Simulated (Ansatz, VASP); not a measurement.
One calculation of LiF, two programs

The input INCAR:

```
SYSTEM = LiF
ALGO     = Normal         ! electronic algorithm
EDIFF    = 1E-7           ! SCF threshold, eV
ENCUT    = 520            ! plane-wave cutoff, eV
GGA      = CA             ! functional
ISIF     = 2              ! what is computed and relaxed
ISMEAR   = 0              ! smearing method
LASPH    = .True.         ! aspherical terms in the spheres
LCHARG   = .True.         ! write CHGCAR
LELF     = .True.         ! ELF
LREAL    = .False.        ! projectors in reciprocal space
LVHAR    = .True.       
LWAVE    = .False.        ! write WAVECAR
NBANDS   = 18             ! bands
NELM     = 80             ! most SCF steps
PREC     = Accurate       ! precision mode
SIGMA    = 0.05           ! smearing width, eV
```

The input KPOINTS:

```
k-points
0
Gamma
  9 9 6
  0 0 0
```

File POSCAR:

```
LiF
1.0
    2.9830981508      0.0000000000      0.0000000000
   -1.4915490754      2.5834387805      0.0000000000
    0.0000000000      0.0000000000      4.8069643601
Li F
2 2
Direct
    0.3333333333      0.6666666667      0.3371874601
    0.6666666667      0.3333333333      0.8371874601
    0.3333333333      0.6666666667      0.9910195924
    0.6666666667      0.3333333333      0.4910195924
```

Input for Ansatz:

```yaml
crystal:
  lattice:
    - [2.9830981508, 0.0, 0.0]
    - [-1.4915490754, 2.5834387805, 0.0]
    - [0.0, 0.0, 4.8069643601]
  atoms:
    - { symbol: Li, position: [0.3333333333, 0.6666666667, 0.3371874601] }
    - { symbol: Li, position: [0.6666666667, 0.3333333333, 0.8371874601] }
    - { symbol: F, position: [0.3333333333, 0.6666666667, 0.9910195924] }
    - { symbol: F, position: [0.6666666667, 0.3333333333, 0.4910195924] }
basis:
  ecutwfc: 520.0
kpoints:
  mp_grid: { grid: [9, 9, 6] }
hamiltonian:
  xc: lda
scf:
  occupations: { method: gaussian, width: 0.05 }
output:
  forces: true
  stress: true
  eigenvalues: true
```

Alike in both runs: task single point; functional LDA; k mesh 9 × 9 × 6; occupations gaussian, width 0.05 eV; no spin polarisation.

|  | VASP | Ansatz |
| --- | --- | --- |
| version | VASP 6.6.1 | Ansatz 0.2.0 |
| potentials or method | VASP PAW LDA potentials, release 64 (Li_sv, F), cutoff 520 eV | scalar-relativistic, plane waves, PAW |
| valence electrons in the cell | 20 | 20 |

```tsv
	VASP	Ansatz	Ansatz less VASP
gap on the k mesh at the Fermi level (eV)	7.87	7.88	+0.016
least direct gap on the mesh (eV)	7.87	7.88	+0.016
rms of the force components (eV/Å)	0.623	0.613	-0.0104
```

LDA's correlation is that of Perdew and Zunger in VASP and of Perdew and Wang (1992) in Ansatz. Atom by atom the forces differ by 0.010 eV/Å (rms over components).

Noted on VASP's run: the cutoff is under 1.25 times that of the potentials, so the pressure is a little rough.
